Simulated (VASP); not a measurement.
# Li4TmGe (C2/m) in VASP: notebook

The runs below take Li4TmGe through single point, relaxation of cell and atoms, with PBE.

Program: VASP 6.6.1. These are calculated values, not measurements. Logs are shortened: lines on timing, memory, paths and dates and some standing lists are left out, and cuts for length are marked.

## Step 1: The cell of the first run

Symmetry: C2/m, No. 12, monoclinic system. The conventional cell has a = 5.838 Å, b = 5.764 Å, c = 7.499 Å, α = 90.00°, β = 105.08°, γ = 90.00°. Li (site symmetry 1) has 6 Li at 2.73 to 3.03 Å and 2 Ge at 3.02 to 3.25 Å and 2 Tm at 3.09 to 3.18 Å within 3.6 Å. Within 3.8 Å of Tm (site symmetry 2/m) lie 4 Ge at 2.88 to 2.92 Å and 8 Li at 3.09 to 3.18 Å. Ge (site symmetry 2/m) has 4 Tm at 2.88 to 2.92 Å and 8 Li at 3.02 to 3.25 Å within 3.8 Å.

The cell was built from a structure type or drawn by symmetry, and may not be a known phase.

## Step 2: Single point, PBE

File INCAR:

```
SYSTEM = Li4TmGe
  PREC = Accurate
  ENCUT = 750
  EDIFF = 1E-6
  ISMEAR = 0
  SIGMA = 0.1
  LREAL = .False.
  LASPH = .True.
  NELM = 200
  ALGO = Normal
  ISIF = 2
  LWAVE = .False.
  LCHARG = .False.
  GGA = PE
  NBANDS = 26
  GGA_COMPAT = .False.
  LMAXMIX = 6
```

File KPOINTS:

```
Automatic mesh
0
Gamma
  8 8 4
  0 0 0
```

File POSCAR:

```
Li4TmGe
1.0
    2.9191819693     -2.8819693439     -0.0015671145
    2.9191819693      2.8819693439     -0.0015671145
   -1.9468242599      0.0000000000      7.2416255146
Li Tm Ge
4 1 1
Direct
    0.4074629215      0.9338687141      0.1732655446
    0.0661312859      0.5925370785      0.8267344554
    0.5925370785      0.0661312859      0.8267344554
    0.9338687141      0.4074629215      0.1732655446
    0.0000000000      0.0000000000      0.5000000000
    0.5000000000      0.5000000000      0.5000000000
```

Potentials or basis: VASP PAW PBE potentials, release 64 (Li_sv, Tm_3, Ge_d), 4f in core.

Command:

```bash
$ cat potpaw_PBE.64/Li_sv/POTCAR potpaw_PBE.64/Tm_3/POTCAR potpaw_PBE.64/Ge_d/POTCAR > POTCAR
$ mpirun -np 1 vasp_std > vasp.out
```

OUTCAR:

```text
SYSTEM = Li4TmGe
   PREC = Accurate
   ENCUT = 750
   EDIFF = 1E-6
   ISMEAR = 0
   LREAL = .False.
   LASPH = .True.
   NELM = 200
   ISIF = 2
   GGA = PE

 ion  position               nearest neighbor table
   1  0.407  0.934  0.173-   5 3.09   5 3.18
   2  0.066  0.593  0.827-   5 3.09   5 3.18
   3  0.593  0.066  0.827-   5 3.09   5 3.18
   4  0.934  0.407  0.173-   5 3.09   5 3.18
   5  0.000  0.000  0.500-   6 2.88   6 2.88   6 2.92   6 2.92   2 3.09   1 3.09   3 3.09   4 3.09
                             3 3.18   4 3.18   1 3.18   2 3.18
   6  0.500  0.500  0.500-   5 2.88   5 2.88   5 2.92   5 2.92

  LATTYP: Found a base centered monoclinic cell.
 ALAT       =     5.8383647799
 B/A-ratio  =     0.9872522367
 C/A-ratio  =     1.2843923196
 COS(beta)  =    -0.2601381958

  Lattice vectors:

 A1 = (   2.9191819693,  -2.8819693439,  -0.0015671145)
 A2 = (   2.9191819693,   2.8819693439,  -0.0015671145)
 A3 = (  -1.9468242599,   0.0000000000,   7.2416255146)

Analysis of symmetry for initial positions (statically):
=====================================================================
 Subroutine PRICEL returns:
 Original cell was already a primitive cell.

 Routine SETGRP: Setting up the symmetry group for a
 base centered monoclinic supercell.

 Subroutine GETGRP returns: Found  4 space group operations
 (whereof  4 operations were pure point group operations)
 out of a pool of  4 trial point group operations.

The static configuration has the point symmetry C_2h.

Analysis of symmetry for dynamics (positions and initial velocities):
=====================================================================
 Subroutine PRICEL returns:
 Original cell was already a primitive cell.

 Routine SETGRP: Setting up the symmetry group for a
 base centered monoclinic supercell.

 Subroutine GETGRP returns: Found  4 space group operations
 (whereof  4 operations were pure point group operations)
 out of a pool of  4 trial point group operations.

The dynamic configuration has the point symmetry C_2h.

 Subroutine INISYM returns: Found  4 space group operations
 (whereof  4 operations are pure point group operations),
 and found     1 'primitive' translations

----------------------------------------------------------------------------------------

                                     Primitive cell

  volume of cell :     121.8299

[... 92 lines left out ...]
   LSORBIT =      F    spin-orbit coupling
   LASPH  =      T    aspherical Exc in radial PAW
   ENCUT  =  750.0 eV  55.12 Ry    7.42 a.u.   9.16  9.16 16.74*2*pi/ulx,y,z
   NELM   =    200;   NELMIN=  2; NELMDL= -5     # of ELM steps
   EDIFF  = 0.1E-05   stopping-criterion for ELM
   LREAL  =      F    real-space projection
   EDIFFG = 0.1E-04   stopping-criterion for IOM
   NSW    =      0    number of steps for IOM
   IBRION =     -1    ionic relax: 0-MD 1-quasi-New 2-CG
   NFREE  =      0    steps in history (QN), initial steepest desc. (CG)
   ISIF   =      2    stress and relaxation
   ISYM   =      2    0-nonsym 1-usesym 2-fastsym
   POTIM  = 0.5000    time-step for ionic-motion
   TEBEG  =    0.0;   TEEND  =   0.0 temperature during run
   PSTRESS=    0.0 pullay stress
   NELECT =      35.0000    total number of electrons
   NUPDOWN=      -1.0000    fix difference up-down
   EMIN   =  10.00;   EMAX   =-10.00  energy-range for DOS
   EFERMI =   0.00;   METHOD = LEGACY
   ISMEAR =     0;   SIGMA  =   0.10  broadening in eV -4-tet -1-fermi 0-gaus
   EFERMI_NEDOS =   21; number of points for ismear=-14 and -15
   IALGO  =     38    algorithm
   IMIX   =      4    mixing-type and parameters
     AMIX     =   0.40;   BMIX     =  1.00
     AMIX_MAG =   1.60;   BMIX_MAG =  1.00
  volume/ion in A,a.u.               =      20.30       137.02
  Fermi-wavevector in a.u.,A,eV,Ry     =   1.080222  2.041323 15.876350  1.166879
  Thomas-Fermi vector in A             =   2.216207
   LORBIT       =      0    0 simple, 1 ext, 2 COOP (PROOUT), +10 PAW based schemes
   GGA     = PE    functional components
   LHFCALC =     F    Hartree Fock is set to
   AEXX    =    0.0000 exact exchange contribution
   IVDW    =     0    specifies the selected vdW correction
   LEPSILON=     F    determine dielectric tensor
   LRPA    =     F    only Hartree local field effects (RPA)
 non-spin polarized calculation
 Gauss-broadening in eV      SIGMA  =   0.10
  energy-cutoff  :      750.00
  volume of cell :      121.83
 maximum number of plane-waves:      5704
 NGX is ok and might be reduce to    40
   NGX = 19   NGY = 19   NGZ = 33

 number of electron      34.9999999 magnetization

 Free energy of the ion-electron system (eV)
  ---------------------------------------------------
  ext. energy  EPLUGINS =         0.00000000
  ---------------------------------------------------
  free energy    TOTEN  =       -17.82378807 eV

  energy without entropy =      -17.81097921  energy(sigma->0) =      -17.81738364

 E-fermi :   2.1315     XC(G=0):  -8.4994

 val. band max:        2.1306227805   @ k =  -0.2500   0.1250   0.5000
 cond. band min:       2.1482939713   @ k =   0.3750   0.3750   0.0000
 fundamental gap:      0.0176711908
 Fermi energy:         2.1314929598

 k-point     1 :       0.0000    0.0000    0.0000
  band No.  band energies     occupation
      1     -44.3431      2.00000
      2     -44.3319      2.00000
      3     -44.3154      2.00000
      4     -44.3126      2.00000
      5     -23.3551      2.00000
      6     -23.1150      2.00000
[... 685 lines left out ...]
     25       7.3677      0.00000
     26       7.8121      0.00000

 [... further k-points ...]
[... 5 lines left out ...]
  --------------------------------------------------------------------------------------
  -------------------------------------------------------------------------------------
  Total        0.0603488      0.0376265     -0.0090171      0.0000000      0.0000000     -0.0064862
  in kB        0.7936434      0.4948232     -0.1185840      0.0000000      0.0000000     -0.0852998
  external PRESSURE =       0.3899609 kB  Pullay stress =       0.0000000 kB

 VOLUME and BASIS-vectors are now :
 -----------------------------------------------------------------------------
  energy-cutoff  :      750.00
  volume of cell :      121.83
      direct lattice vectors                 reciprocal lattice vectors
     2.919181969 -2.881969344 -0.001567115     0.171305584 -0.173492477  0.046053454
     2.919181969  2.881969344 -0.001567115     0.171305584  0.173492477  0.046053454
    -1.946824260  0.000000000  7.241625515     0.000074142  0.000000000  0.138110475

 POSITION                                       TOTAL-FORCE (eV/Angst)
 -----------------------------------------------------------------------------------
      3.57827      1.51709      1.25262         0.000527      0.000670     -0.006512
      0.31327      1.51709      5.98587        -0.000527      0.000670      0.006512
      0.31327     -1.51709      5.98587        -0.000527     -0.000670      0.006512
      3.57827     -1.51709      1.25262         0.000527     -0.000670     -0.006512
     -0.97341      0.00000      3.62081        -0.000000      0.000000      0.000000
      1.94577      0.00000      3.61925        -0.000000     -0.000000      0.000000
 -----------------------------------------------------------------------------------
    total drift:                                0.000000      0.000000     -0.000000

  FREE ENERGIE OF THE ION-ELECTRON SYSTEM (eV)
  ---------------------------------------------------
  free  energy   TOTEN  =       -17.8237880724 eV

  energy  without entropy=      -17.8109792058  energy(sigma->0) =      -17.81738364
```

OSZICAR:

```text
N       E                     dE             d eps       ncg     rms          rms(c)
DAV:   1     0.284001768366E+03    0.28400E+03   -0.19158E+04  4294   0.228E+03
DAV:   2     0.370192858611E+02   -0.24698E+03   -0.23886E+03  4056   0.637E+02
DAV:   3    -0.811014527190E+01   -0.45129E+02   -0.43970E+02  6158   0.158E+02
DAV:   4    -0.166918110361E+02   -0.85817E+01   -0.84601E+01  7936   0.518E+01
DAV:   5    -0.179299592272E+02   -0.12381E+01   -0.12354E+01  6072   0.197E+01    0.214E+01
DAV:   6    -0.178244274542E+02    0.10553E+00   -0.17433E+00  7506   0.100E+01    0.126E+01
DAV:   7    -0.178250162682E+02   -0.58881E-03   -0.32126E-01  6880   0.509E+00    0.150E+00
DAV:   8    -0.178244053173E+02    0.61095E-03   -0.29920E-02  6578   0.124E+00    0.297E-01
DAV:   9    -0.178238336656E+02    0.57165E-03   -0.35100E-03  6600   0.505E-01    0.136E-01
DAV:  10    -0.178237884705E+02    0.45195E-04   -0.37189E-04  6230   0.161E-01    0.363E-02
DAV:  11    -0.178237877531E+02    0.71734E-06   -0.73336E-05  7152   0.595E-02    0.136E-02
DAV:  12    -0.178237880724E+02   -0.31927E-06   -0.40613E-06  5260   0.135E-02
   1 F= -.17823788E+02 E0= -.17817384E+02  d E =-.128089E-01
```

It took 3.3 min on 1 thread of Intel Xeon 6975P-C (Granite Rapids), shared host; peak memory 0.63 GiB.

Results:

* Free energy: -17.8238 eV
* Pressure: 0.0 GPa
* Largest force: 0.007 eV/Å
* Band gap on the k mesh: zero (an odd number of electrons rules out a gap without spin polarisation)

Forces on the atoms (eV/Å):
```
Li   0.001  0.001 -0.007
Li  -0.001  0.001  0.007
Li  -0.001 -0.001  0.007
Li   0.001 -0.001 -0.007
Tm   0.000  0.000  0.000
Ge   0.000  0.000  0.000
```

Caveat: spin-orbit coupling is left out, which moves the levels of the heavy elements; the 4f electrons are frozen in the core, so they carry no moment and show no levels. Spin polarisation is off, so any magnetic state and its effect on volume and gap are missing.

## Step 3: Relaxation of cell and atoms, PBE

This run uses another cell than the first one, of 19.87 Å³/atom.

File INCAR:

```
SYSTEM = Li4TmGe
PREC     = Accurate       ! precision mode
ENCUT    = 750            ! plane-wave cutoff, eV
EDIFF    = 1E-7           ! SCF threshold, eV
ISMEAR   = 0              ! smearing method
SIGMA    = 0.1            ! smearing width, eV
LREAL    = .FALSE.        ! projectors in reciprocal space
LASPH    = .TRUE.         ! aspherical terms in the spheres
NELM     = 200            ! most SCF steps
ALGO     = Normal         ! electronic algorithm
ISIF     = 3              ! what is computed and relaxed
LWAVE    = .FALSE.        ! write WAVECAR
LCHARG   = .FALSE.        ! write CHGCAR
GGA      = PE             ! functional
IBRION   = 2              ! ionic algorithm
NSW      = 90             ! ionic steps
EDIFFG   = -0.04          ! ionic threshold
GGA_COMPAT= .FALSE.      
NELMIN   = 4            
LMAXMIX  = 6              ! l up to which the mixer works
```

File KPOINTS:

```
regular mesh
0
G
  4 4 4
  0 0 0
```

File POSCAR:

```
Li4TmGe
1.0
    2.8772282132     -2.8750879660      0.0000000000
    2.8772282132      2.8750879660      0.0000000000
   -1.9834296221      0.0000000000      7.2067610066
Li Tm Ge
4 1 1
Direct
    0.4089021916      0.9380285794      0.1716281449
    0.0619714206      0.5910978084      0.8283718551
    0.5910978084      0.0619714206      0.8283718551
    0.9380285794      0.4089021916      0.1716281449
    0.0000000000      0.0000000000      0.5000000000
    0.5000000000      0.5000000000      0.5000000000
```

Potentials or basis: VASP PAW PBE potentials, release 64 (Li_sv, Tm_3, Ge_d), 4f in core.

Command:

```bash
$ cat potpaw_PBE.64/Li_sv/POTCAR potpaw_PBE.64/Tm_3/POTCAR potpaw_PBE.64/Ge_d/POTCAR > POTCAR
$ mpirun -np 1 vasp_std > vasp.out
```

Wall time 2 min (1 thread of Intel Xeon 6975P-C (Granite Rapids), shared host); peak memory 0.36 GiB.

It converged, with:

```
Free energy                           : -17.8041 eV
Relaxed volume                        : 20.26 Å³/atom
Relaxed cell                          : a = 4.097 Å, b = 4.097 Å, c = 7.508 Å, α = 100.86°, β = 100.86°, γ = 89.19°
Space group after relaxing (to 0.1 Å) : C2/m (No. 12)
Energy gained by relaxing             : 1.5 meV/atom
Ionic steps                           : 3
Pressure after relaxing               : 0.0 GPa
Largest force after relaxing          : 0.032 eV/Å
Band gap on the k mesh                : zero (an odd number of electrons rules out a gap without spin polarisation)
```

Forces in eV/Å, atoms in the order of the input:
```
Li  -0.005 -0.012  0.029
Li   0.005 -0.012 -0.029
Li   0.005  0.012 -0.029
Li  -0.005  0.012  0.029
Tm   0.000  0.000  0.000
Ge   0.000  0.000  0.000
```

Stress tensor (GPa, compression positive):
```
-0.09  0.00  0.14
 0.00 -0.10  0.00
 0.14  0.00  0.10
```

The path:
```csv
step,energy change (eV),largest force (eV/Å),pressure (GPa),volume (Å³)
1,0.0000,0.0292,0.69,119.23
2,-0.0079,0.0301,0.22,120.72
3,-0.0090,0.0316,-0.03,121.56
```

Final structure:
```
Li Tm Ge
1.0
     2.91774   -2.87682    0.00511
     2.91774    2.87682    0.00511
    -1.99855    0.00000    7.23732
Li Tm Ge
4 1 1
Direct
  0.40891 0.93808 0.17193
  0.06192 0.59109 0.82807
  0.59109 0.06192 0.82807
  0.93808 0.40891 0.17193
  0.00000 0.00000 0.50000
  0.50000 0.50000 0.50000
```

Levels at points of the mesh, in eV from the Fermi level:
| k point | band 15 | band 16 | band 17 | band 18 | band 19 | band 20 | band 21 |
| --- | --- | --- | --- | --- | --- | --- | --- |
| (0.00, 0.00, 0.00) | -2.62 | -0.03 | 0.69 | 0.70 | 0.86 | 1.56 | 1.57 |
| (0.50, 0.00, 0.00) | -2.48 | -1.09 | -1.03 | -1.00 | 0.79 | 1.88 | 2.34 |
| (0.50, 0.50, 0.00) | -1.70 | -1.34 | -1.23 | -0.07 | 0.21 | 0.47 | 0.89 |
| (0.00, 0.00, 0.50) | -0.84 | -0.68 | -0.02 | 0.68 | 0.69 | 1.58 | 1.69 |
| (0.50, 0.00, 0.50) | -2.66 | -1.27 | -1.06 | -0.46 | 1.09 | 1.51 | 2.38 |
| (0.50, 0.50, 0.50) | -1.70 | -1.43 | -1.05 | -0.21 | 0.13 | 0.17 | 1.47 |

Caveat: the k points lie up to 0.39 Å⁻¹ apart in the final cell, too coarse for converged energies and pressures of a metal; spin-orbit coupling is left out, which moves the levels of the heavy elements; the 4f electrons are frozen in the core, so they carry no moment and show no levels. Spin polarisation is off, so any magnetic state and its effect on volume and gap are missing.
